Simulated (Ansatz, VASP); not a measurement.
SbPb in VASP and in Ansatz

INCAR

```
  PREC = Accurate
  ENCUT = 520
  EDIFF = 1E-6
  ISMEAR = 1
  SIGMA = 0.1
  LREAL = F
  LASPH = T
  NELM = 80
  ALGO = Normal
  ISIF = 2
  LWAVE = F
  LCHARG = T
  LELF = T
  LVHAR = T
  NBANDS = 16
```

KPOINTS

```
Automatic mesh
0
Gamma
  6 6 6
```

The input POSCAR:

```
SbPb
1.0
    0.0000000000      3.1612430000      3.1612430000
    3.1612430000      0.0000000000      3.1612430000
    3.1612430000      3.1612430000      0.0000000000
Sb Pb
1 1
Direct
    0.5000000000      0.5000000000      0.5000000000
    0.0000000000      0.0000000000      0.0000000000
```

Input for Ansatz:

```yaml
crystal:
  lattice:
    - [0.0, 3.161243, 3.161243]
    - [3.161243, 0.0, 3.161243]
    - [3.161243, 3.161243, 0.0]
  atoms:
    - { symbol: Sb, position: [0.5, 0.5, 0.5] }
    - { symbol: Pb, position: [0.0, 0.0, 0.0] }
kpoints:
  mp_grid:
    grid: [6, 6, 6]
hamiltonian:
  xc: lda
  pseudopotentials:
    kind: all_electron
    lapw: {}
scf:
  max_iter: 50
  occupations:
    method: cold
    width: 0.1
output:
  stress: true
```

Alike in both runs: task single point; functional LDA; k mesh 6 × 6 × 6; no spin polarisation.

|  | VASP | Ansatz |
| --- | --- | --- |
| version | VASP 6.6.1 | Ansatz 0.2.0 |
| potentials or method | VASP PAW LDA potentials, release 64 (Sb, Pb_d), cutoff 520 eV | all-electron (LAPW or listed datasets) |
| occupations | methfessel-paxton of order 1, width 0.1 eV | cold, width 0.1 eV |

|  | VASP | Ansatz | Ansatz less VASP |
| --- | --- | --- | --- |
| pressure (GPa) | -3.0 | -2.9 | +0.02 |

LDA's correlation is that of Perdew and Zunger in VASP and of Perdew and Wang (1992) in Ansatz. Ansatz ran all-electron here, and VASP with PAW potentials.

Neither program's run includes spin-orbit coupling.
